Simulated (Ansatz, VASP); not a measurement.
One calculation of B, two programs

```xyz
15
Lattice="2.7970 1.6148 4.0252 -2.7970 1.6148 4.0252 0.0000 -3.2297 4.0252" Properties=species:S:1:pos:R:3 pbc="T T T"
B     0.0000    0.0000    6.0378
B     1.3644   -0.7877    7.7441
B     0.0000    1.5754    7.7441
B    -1.3644   -0.7877    7.7441
B    -1.3644    0.7877    4.3315
B     1.3644    0.7877    4.3315
B     0.0000   -1.5754    4.3315
B    -0.9048    0.5224    1.3746
B     0.0000   -1.0448    1.3746
B     0.9048    0.5224    1.3746
B     0.9048   -0.5224   10.7010
B    -0.9048   -0.5224   10.7010
B     0.0000    1.0448   10.7010
B     0.0000    0.0000    7.4772
B     0.0000    0.0000    4.5984
```

Alike in both runs: task single point; functional PBEsol; k mesh 6 × 6 × 6; occupations gaussian, width 0.1 eV; no spin polarisation.

```csv
,VASP,Ansatz
version,VASP 6.6.1,Ansatz 0.2.0
potentials or method,"VASP PAW PBE potentials, release 64 (B), cutoff 520 eV","scalar-relativistic, plane waves, PAW"
valence electrons in the cell,45,45
```

```tsv
	VASP	Ansatz	Ansatz less VASP
gap on the k mesh at the Fermi level (eV)	none	none	-
pressure (GPa)	19.3	19.0	-0.36
traceless stress, the component that is largest in VASP (GPa)	0.19	0.16	-0.029
rms of the force components (eV/Å)	1.235	1.230	-0.0050
```

VASP's potentials were made for PBE, not for PBEsol. Atom by atom the forces differ by 0.009 eV/Å (rms over components). A gap of «none» marks a metal or a gap that the smearing closes.
